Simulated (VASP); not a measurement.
# Re (Fm-3m) in VASP: a series of runs

Re is run at these levels: PBE; tasks: single point.

All numbers are computed with VASP 6.6.1; they aren't measurements. Logs are shortened: lines on timing, memory, paths and dates and some standing lists are left out, and cuts for length are marked.

### Step 1. The cell of the first run

It takes space group Fm-3m (No. 225, cubic). The conventional cell has a = 3.302 Å, b = 3.302 Å, c = 3.302 Å, α = 90.00°, β = 90.00°, γ = 90.00°. Re (site symmetry m-3m) has 12 Re at 2.34 Å within 3.1 Å.

### Step 2. Single point, PBE (volume scaled by 0.6, to set the pressure)

INCAR

```
PREC = Accurate
ENCUT = 520
EDIFF = 1E-6
ISMEAR = -1
SIGMA = 0.08
LREAL = False
LASPH = True
NELM = 100
ALGO = Normal
ISIF = 2
LWAVE = False
LCHARG = False
GGA = PE
NBANDS = 10
```

KPOINTS

```
regular mesh
0
Gamma
  20 20 20
```

POSCAR

```
Re
1.0
    0.0000000000      1.6510943862      1.6510943862
    1.6510943862      0.0000000000      1.6510943862
    1.6510943862      1.6510943862      0.0000000000
Re
1
Direct
    0.0000000000      0.0000000000      0.0000000000
```

Potentials or basis: VASP PAW PBE potentials, release 64 (Re).

On the command line:

```
> cat potpaw_PBE.64/Re/POTCAR > POTCAR
> mpirun -np 1 vasp_std > vasp.out
```

OUTCAR:

```text
PREC = Accurate
   ENCUT = 520
   EDIFF = 1E-6
   ISMEAR = -1
   LREAL = False
   LASPH = True
   NELM = 100
   ISIF = 2
   GGA = PE

 ion  position               nearest neighbor table
   1  0.000  0.000  0.000-

  LATTYP: Found a face centered cubic cell.
 ALAT       =     3.3021887724

  Lattice vectors:

 A1 = (   0.0000000000,   1.6510943862,   1.6510943862)
 A2 = (   1.6510943862,   0.0000000000,   1.6510943862)
 A3 = (   1.6510943862,   1.6510943862,   0.0000000000)

Analysis of symmetry for initial positions (statically):
=====================================================================
 Subroutine PRICEL returns:
 Original cell was already a primitive cell.

 Routine SETGRP: Setting up the symmetry group for a
 face centered cubic supercell.

 Subroutine GETGRP returns: Found 48 space group operations
 (whereof 48 operations were pure point group operations)
 out of a pool of 48 trial point group operations.

The static configuration has the point symmetry O_h .

Analysis of symmetry for dynamics (positions and initial velocities):
=====================================================================
 Subroutine PRICEL returns:
 Original cell was already a primitive cell.

 Routine SETGRP: Setting up the symmetry group for a
 face centered cubic supercell.

 Subroutine GETGRP returns: Found 48 space group operations
 (whereof 48 operations were pure point group operations)
 out of a pool of 48 trial point group operations.

The dynamic configuration has the point symmetry O_h .

 Subroutine INISYM returns: Found 48 space group operations
 (whereof 48 operations are pure point group operations),
 and found     1 'primitive' translations

----------------------------------------------------------------------------------------

                                     Primitive cell

  volume of cell :       9.0021

  direct lattice vectors                    reciprocal lattice vectors
     0.000000000  1.651094386  1.651094386    -0.302829447  0.302829447  0.302829447
     1.651094386  0.000000000  1.651094386     0.302829447 -0.302829447  0.302829447
     1.651094386  1.651094386  0.000000000     0.302829447  0.302829447 -0.302829447

  length of vectors
     2.335000074  2.335000074  2.335000074     0.524515988  0.524515988  0.524515988

  position of ions in fractional coordinates (direct lattice)
     0.000000000  0.000000000  0.000000000

  ion indices of the primitive-cell ions
   primitive index   ion index
                 1           1

----------------------------------------------------------------------------------------

 KPOINTS: regular mesh

Automatic generation of k-mesh.
 Grid dimensions read from file:
 generate k-points for:   20   20   20

 Generating k-lattice:

  Cartesian coordinates                     Fractional coordinates (reciprocal lattice)
    -0.015141472  0.015141472  0.015141472     0.050000000  0.000000000  0.000000000
     0.015141472 -0.015141472  0.015141472     0.000000000  0.050000000  0.000000000
     0.015141472  0.015141472 -0.015141472     0.000000000  0.000000000  0.050000000

  Length of vectors
     0.026225799  0.026225799  0.026225799

  Shift w.r.t. Gamma in fractional coordinates (k-lattice)
     0.000000000  0.000000000  0.000000000

 Subroutine IBZKPT returns following result:
 ===========================================

 Found    256 irreducible k-points:

 Following reciprocal coordinates:
            Coordinates               Weight
  0.000000  0.000000  0.000000      1.000000
  0.050000  0.000000  0.000000      8.000000
  0.100000  0.000000  0.000000      8.000000
  0.150000  0.000000  0.000000      8.000000
  0.200000  0.000000  0.000000      8.000000
  0.250000  0.000000  0.000000      8.000000
[... 16 lines left out ...]
 -0.400000  0.050000  0.000000     24.000000
 -0.350000  0.050000  0.000000     24.000000
 [... further k-points ...]
   k-points           NKPTS =    256   k-points in BZ     NKDIM =    256   number of bands    NBANDS=     10
   number of dos      NEDOS =    301   number of ions     NIONS =      1
   total plane-waves  NPLWV =   5832
   dimension x,y,z NGX =    18 NGY =   18 NGZ =   18
   dimension x,y,z NGXF=    36 NGYF=   36 NGZF=   36
   ions per type =               1
   NGX,Y,Z   is equivalent  to a cutoff of  12.82, 12.82, 12.82 a.u.
   NGXF,Y,Z  is equivalent  to a cutoff of  25.63, 25.63, 25.63 a.u.
 SYSTEM =  unknown system
   PREC   = accura    normal or accurate (medium, high low for compatibility)
   ISTART =      0    job   : 0-new  1-cont  2-samecut
   ICHARG =      2    charge: 1-file 2-atom 10-const
   ISPIN  =      1    spin polarized calculation?
   LNONCOLLINEAR =      F non collinear calculations
   LSORBIT =      F    spin-orbit coupling
   LASPH  =      T    aspherical Exc in radial PAW
   ENCUT  =  520.0 eV  38.22 Ry    6.18 a.u.   4.34  4.34  4.34*2*pi/ulx,y,z
   NELM   =    100;   NELMIN=  2; NELMDL= -5     # of ELM steps
   EDIFF  = 0.1E-05   stopping-criterion for ELM
   LREAL  =      F    real-space projection
   EDIFFG = 0.1E-04   stopping-criterion for IOM
   NSW    =      0    number of steps for IOM
   IBRION =     -1    ionic relax: 0-MD 1-quasi-New 2-CG
   NFREE  =      0    steps in history (QN), initial steepest desc. (CG)
   ISIF   =      2    stress and relaxation
   ISYM   =      2    0-nonsym 1-usesym 2-fastsym
   POTIM  = 0.5000    time-step for ionic-motion
   TEBEG  =    0.0;   TEEND  =   0.0 temperature during run
   PSTRESS=    0.0 pullay stress
   NELECT =       7.0000    total number of electrons
   NUPDOWN=      -1.0000    fix difference up-down
   EMIN   =  10.00;   EMAX   =-10.00  energy-range for DOS
   EFERMI =   0.00;   METHOD = LEGACY
   ISMEAR =    -1;   SIGMA  =   0.08  broadening in eV -4-tet -1-fermi 0-gaus
   EFERMI_NEDOS =   21; number of points for ismear=-14 and -15
   IALGO  =     38    algorithm
   IMIX   =      4    mixing-type and parameters
     AMIX     =   0.40;   BMIX     =  1.00
     AMIX_MAG =   1.60;   BMIX_MAG =  1.00
  volume/ion in A,a.u.               =       9.00        60.75
  Fermi-wavevector in a.u.,A,eV,Ry     =   1.505424  2.844840 30.834918  2.266303
  Thomas-Fermi vector in A             =   2.616275
   LORBIT       =      0    0 simple, 1 ext, 2 COOP (PROOUT), +10 PAW based schemes
   GGA     = PE    functional components
   LHFCALC =     F    Hartree Fock is set to
   AEXX    =    0.0000 exact exchange contribution
   IVDW    =     0    specifies the selected vdW correction
   LEPSILON=     F    determine dielectric tensor
   LRPA    =     F    only Hartree local field effects (RPA)
 non-spin polarized calculation
  energy-cutoff  :      520.00
  volume of cell :        9.00
 maximum number of plane-waves:       262
 NGX is ok and might be reduce to    18
   NGX =  9   NGY =  9   NGZ =  9

 number of electron       7.0000000 magnetization

 Free energy of the ion-electron system (eV)
  ---------------------------------------------------
  ext. energy  EPLUGINS =         0.00000000
  ---------------------------------------------------
  free energy    TOTEN  =        -5.65341006 eV

  energy without entropy =       -5.64065997  energy(sigma->0) =       -5.64703502

 E-fermi :  15.8863     XC(G=0): -16.5825

 val. band max:       15.8848758093   @ k =  -0.2500   0.3000   0.1000
 cond. band min:      15.8883542946   @ k =   0.4500   0.2500   0.0500
 fundamental gap:      0.0034784852
 Fermi energy:        15.8863013293

 k-point     1 :       0.0000    0.0000    0.0000
  band No.  band energies     occupation
      1       2.5342      2.00000
      2      11.6334      2.00000
      3      11.6334      2.00000
      4      11.6334      2.00000
      5      18.0998      0.00000
      6      18.0998      0.00000
      7      29.4771      0.00000
      8      38.5161      0.00000
      9      38.5161      0.00000
     10      38.5161      0.00000

 k-point     2 :       0.0500    0.0000    0.0000
  band No.  band energies     occupation
      1       2.7615      2.00000
      2      11.4742      2.00000
      3      11.7410      2.00000
      4      11.7410      2.00000
      5      17.9699      0.00000
      6      17.9699      0.00000
      7      29.9130      0.00000
      8      37.5165      0.00000
      9      38.9321      0.00000
     10      38.9321      0.00000

 k-point     3 :       0.1000    0.0000    0.0000
  band No.  band energies     occupation
      1       3.3929      2.00000
      2      11.0932      2.00000
      3      12.0297      2.00000
      4      12.0297      2.00000
      5      17.6574      0.00000
      6      17.6574      0.00000
      7      31.0841      0.00000
      8      35.8568      0.00000
      9      40.1310      0.00000
     10      40.1310      0.00000

 k-point     4 :       0.1500    0.0000    0.0000
  band No.  band energies     occupation
      1       4.2548      2.00000
      2      10.7527      2.00000
      3      12.3812      2.00000
      4      12.3812      2.00000
      5      17.3788      0.00000
      6      17.3788      0.00000
      7      32.2031      0.00000
      8      34.9882      0.00000
      9      41.9966      0.00000
     10      41.9966      0.00000
[... 222 lines left out ...]
 k-point    22 :      -0.4500    0.0500    0.0000
  band No.  band energies     occupation
      1       4.5000      2.00000
      2      10.8704      2.00000
      3      11.2531      2.00000
      4      17.9000      0.00000
      5      22.8531      0.00000
      6      23.9724      0.00000
      7      29.8406      0.00000
      8      35.7132      0.00000
      9      42.8055      0.00000
     10      43.2384      0.00000

 k-point    23 :      -0.4000    0.0500    0.0000
  band No.  band energies     occupation
      1       4.6625      2.00000
      2      11.0958      2.00000
      3      11.3952      2.00000
      4      16.9029      0.00001
      5      21.6666      0.00000
      6      23.4534      0.00000
      7      29.4061      0.00000
      8      37.6888      0.00000
      9      43.8524      0.00000
     10      45.1541      0.00000

 k-point    24 :      -0.3500    0.0500    0.0000
  band No.  band energies     occupation
      1       4.9366      2.00000
      2      11.4521      2.00000
      3      11.6816      2.00000
      4      15.3156      1.99841
      5      20.1843      0.00000
      6      22.3320      0.00000
      7      29.3471      0.00000
      8      40.2991      0.00000
      9      45.6865      0.00000
     10      47.7540      0.00000

 [... further k-points ...]

------------------------ aborting loop because EDIFF is reached ----------------------------------------

  FORCE on cell =-STRESS in cart. coord.  units (eV):
  Direction    XX          YY          ZZ          XY          YZ          ZX
  --------------------------------------------------------------------------------------
  -------------------------------------------------------------------------------------
  Total       31.1705726     31.1705726     31.1705726      0.0000000      0.0000000      0.0000000
  in kB     5547.6578016   5547.6578016   5547.6578016      0.0000000      0.0000000      0.0000000
  external PRESSURE =    5547.6578016 kB  Pullay stress =       0.0000000 kB

 VOLUME and BASIS-vectors are now :
 -----------------------------------------------------------------------------
  energy-cutoff  :      520.00
  volume of cell :        9.00
      direct lattice vectors                 reciprocal lattice vectors
     0.000000000  1.651094386  1.651094386    -0.302829447  0.302829447  0.302829447
     1.651094386  0.000000000  1.651094386     0.302829447 -0.302829447  0.302829447
     1.651094386  1.651094386  0.000000000     0.302829447  0.302829447 -0.302829447

 POSITION                                       TOTAL-FORCE (eV/Angst)
 -----------------------------------------------------------------------------------
      0.00000      0.00000      0.00000         0.000000      0.000000      0.000000
 -----------------------------------------------------------------------------------
    total drift:                                0.000000     -0.000000     -0.000000

  FREE ENERGIE OF THE ION-ELECTRON SYSTEM (eV)
  ---------------------------------------------------
  free  energy   TOTEN  =        -5.6534100643 eV

  energy  without entropy=       -5.6406599743  energy(sigma->0) =       -5.64703502
```

Wall time 14 s (1 thread of Intel Xeon Platinum 8559C (Emerald Rapids), shared host); peak memory 0.13 GiB.

What came out:

```
Free energy : -5.6534 eV
Pressure    : 554.8 GPa
```

Levels at points of the mesh, in eV from the Fermi level:
| k point | band 1 | band 2 | band 3 | band 4 | band 5 | band 6 | band 7 | band 8 |
| --- | --- | --- | --- | --- | --- | --- | --- | --- |
| (0.00, 0.00, 0.00) | -13.35 | -4.25 | -4.25 | -4.25 | 2.21 | 2.21 | 13.59 | 22.63 |
| (0.50, 0.00, 0.00) | -11.63 | -4.82 | -4.82 | 2.69 | 7.50 | 7.50 | 13.59 | 19.77 |
| (0.50, 0.50, 0.00) | -13.03 | -11.82 | 7.43 | 7.56 | 9.20 | 9.20 | 17.65 | 17.65 |

Caveat: the cell differs from its parent crystal (volume scaled by 0.6, to set the pressure); spin-orbit coupling is left out, which moves the levels of the heavy elements.

### Step 3. Single point, PBE

INCAR

```
  PREC = Accurate
  ENCUT = 520
  EDIFF = 1E-6
  ISMEAR = -1
  SIGMA = 0.08
  LREAL = F
  LASPH = T
  NELM = 100
  ALGO = Normal
  ISIF = 2
  LWAVE = F
  LCHARG = F
  GGA = PE
  NBANDS = 10
```

KPOINTS

```
Automatic mesh
0
Gamma
  20 20 20
```

POSCAR

```
Re
1.0
    0.0000000000      1.6513767357      1.6513767357
    1.6513767357      0.0000000000      1.6513767357
    1.6513767357      1.6513767357      0.0000000000
Re
1
Direct
    0.0000000000      0.0000000000      0.0000000000
```

Potentials or basis: VASP PAW PBE potentials, release 64 (Re).

On the command line:

```
> cat potpaw_PBE.64/Re/POTCAR > POTCAR
> mpirun -np 1 vasp_std > vasp.out
```

It took 17 s on 1 thread of Intel Xeon Platinum 8559C (Emerald Rapids), shared host; peak memory 0.14 GiB.

It converged, with:

```
Free energy : -5.6694 eV
Pressure    : 553.7 GPa
```

Levels at points of the mesh, in eV from the Fermi level:
| k point | band 1 | band 2 | band 3 | band 4 | band 5 | band 6 | band 7 | band 8 | band 9 |
| --- | --- | --- | --- | --- | --- | --- | --- | --- | --- |
| (0.00, 0.00, 0.00) | -13.35 | -4.25 | -4.25 | -4.25 | 2.21 | 2.21 | 13.59 | 22.63 | 22.63 |
| (0.50, 0.00, 0.00) | -11.62 | -4.81 | -4.81 | 2.68 | 7.50 | 7.50 | 13.59 | 19.75 | 26.55 |
| (0.50, 0.50, 0.00) | -13.03 | -11.81 | 7.42 | 7.55 | 9.19 | 9.19 | 17.64 | 17.64 | 25.51 |

Caveat: spin-orbit coupling is left out, which moves the levels of the heavy elements.

### Step 4. Single point, PBE

INCAR

```
  ALGO = Normal
  EDIFF = 1E-7
  ENCUT = 520
  GGA = PE
  ISIF = 2
  ISMEAR = -1
  LASPH = True
  LCHARG = False
  LREAL = False
  LWAVE = False
  NBANDS = 10
  NELM = 80
  PREC = Accurate
  SIGMA = 0.08
```

KPOINTS

```
k-points
0
Gamma
  20 20 20
```

POSCAR

```
Re
1.0
    0.0000000000      1.6504764160      1.6504764160
    1.6504764160      0.0000000000      1.6504764160
    1.6504764160      1.6504764160      0.0000000000
Re
1
Direct
    0.0000000000      0.0000000000      0.0000000000
```

Potentials or basis: VASP PAW PBE potentials, release 64 (Re).

On the command line:

```
> cat potpaw_PBE.64/Re/POTCAR > POTCAR
> mpirun -np 1 vasp_std > vasp.out
```

OUTCAR:

```text
EDIFF = 1E-7
   ENCUT = 520
   GGA = PE
   ISIF = 2
   ISMEAR = -1
   LASPH = True
   LREAL = False
   NELM = 80
   PREC = Accurate

 ion  position               nearest neighbor table
   1  0.000  0.000  0.000-

  LATTYP: Found a face centered cubic cell.
 ALAT       =     3.3009528320

  Lattice vectors:

 A1 = (   0.0000000000,   1.6504764160,   1.6504764160)
 A2 = (   1.6504764160,   0.0000000000,   1.6504764160)
 A3 = (   1.6504764160,   1.6504764160,   0.0000000000)

[... 488 lines left out ...]
      9      45.7292      0.00000
     10      47.7936      0.00000

 [... further k-points ...]

------------------------ aborting loop because EDIFF is reached ----------------------------------------

  FORCE on cell =-STRESS in cart. coord.  units (eV):
  Direction    XX          YY          ZZ          XY          YZ          ZX
  --------------------------------------------------------------------------------------
  -------------------------------------------------------------------------------------
  Total       31.2719706     31.2719706     31.2719706      0.0000000     -0.0000000      0.0000000
  in kB     5571.9584210   5571.9584210   5571.9584210      0.0000000     -0.0000000      0.0000000
  external PRESSURE =    5571.9584210 kB  Pullay stress =       0.0000000 kB

 VOLUME and BASIS-vectors are now :
 -----------------------------------------------------------------------------
  energy-cutoff  :      520.00
  volume of cell :        8.99
      direct lattice vectors                 reciprocal lattice vectors
     0.000000000  1.650476416  1.650476416    -0.302942832  0.302942832  0.302942832
     1.650476416  0.000000000  1.650476416     0.302942832 -0.302942832  0.302942832
     1.650476416  1.650476416  0.000000000     0.302942832  0.302942832 -0.302942832

 POSITION                                       TOTAL-FORCE (eV/Angst)
 -----------------------------------------------------------------------------------
      0.00000      0.00000      0.00000         0.000000      0.000000      0.000000
 -----------------------------------------------------------------------------------
    total drift:                               -0.000000      0.000000      0.000000

  FREE ENERGIE OF THE ION-ELECTRON SYSTEM (eV)
  ---------------------------------------------------
  free  energy   TOTEN  =        -5.6183482988 eV

  energy  without entropy=       -5.6055864764  energy(sigma->0) =       -5.61196739
```

OSZICAR:

```text
N       E                     dE             d eps       ncg     rms          rms(c)
DAV:   1     0.147645174957E+02    0.14765E+02   -0.37348E+03  7924   0.894E+02
DAV:   2    -0.603304135307E+01   -0.20798E+02   -0.19021E+02  8062   0.209E+02
DAV:   3    -0.644692039472E+01   -0.41388E+00   -0.40634E+00  8532   0.492E+01
DAV:   4    -0.644837481557E+01   -0.14544E-02   -0.14526E-02  8404   0.152E+00
DAV:   5    -0.644837746549E+01   -0.26499E-05   -0.26489E-05  7748   0.218E-02    0.717E+01
DAV:   6    -0.590792936305E+01    0.54045E+00   -0.48816E-02  6082   0.453E+00    0.459E+01
DAV:   7    -0.562298614769E+01    0.28494E+00   -0.14628E-01  6276   0.648E+00    0.825E-01
DAV:   8    -0.561846777676E+01    0.45184E-02   -0.35658E-03  6374   0.197E+00    0.414E-01
DAV:   9    -0.561837845495E+01    0.89322E-04   -0.20943E-04  6858   0.565E-01    0.833E-02
DAV:  10    -0.561834742137E+01    0.31034E-04   -0.20579E-05  6716   0.128E-01    0.751E-03
DAV:  11    -0.561834830458E+01   -0.88321E-06   -0.83684E-07  8018   0.136E-02    0.228E-03
DAV:  12    -0.561834829881E+01    0.57639E-08   -0.24504E-08  5128   0.147E-03
   1 F= -.56183483E+01 E0= -.56119674E+01  d E =-.127618E-01
```

Run time: 16 s. Hardware: 1 thread of Intel Xeon Platinum 8559C (Emerald Rapids), shared host; peak memory 0.14 GiB.

What came out:

* Free energy: -5.6183 eV
* Pressure: 557.2 GPa

Levels at points of the mesh, in eV from the Fermi level:
```tsv
k point	band 1	band 2	band 3	band 4	band 5	band 6	band 7	band 8	band 9
(0.00, 0.00, 0.00)	-13.36	-4.26	-4.26	-4.26	2.21	2.21	13.59	22.64	22.64
(0.50, 0.00, 0.00)	-11.64	-4.83	-4.83	2.70	7.51	7.51	13.59	19.80	26.57
(0.50, 0.50, 0.00)	-13.05	-11.84	7.44	7.57	9.21	9.21	17.67	17.67	25.56
```

Caveat: spin-orbit coupling is left out, which moves the levels of the heavy elements.
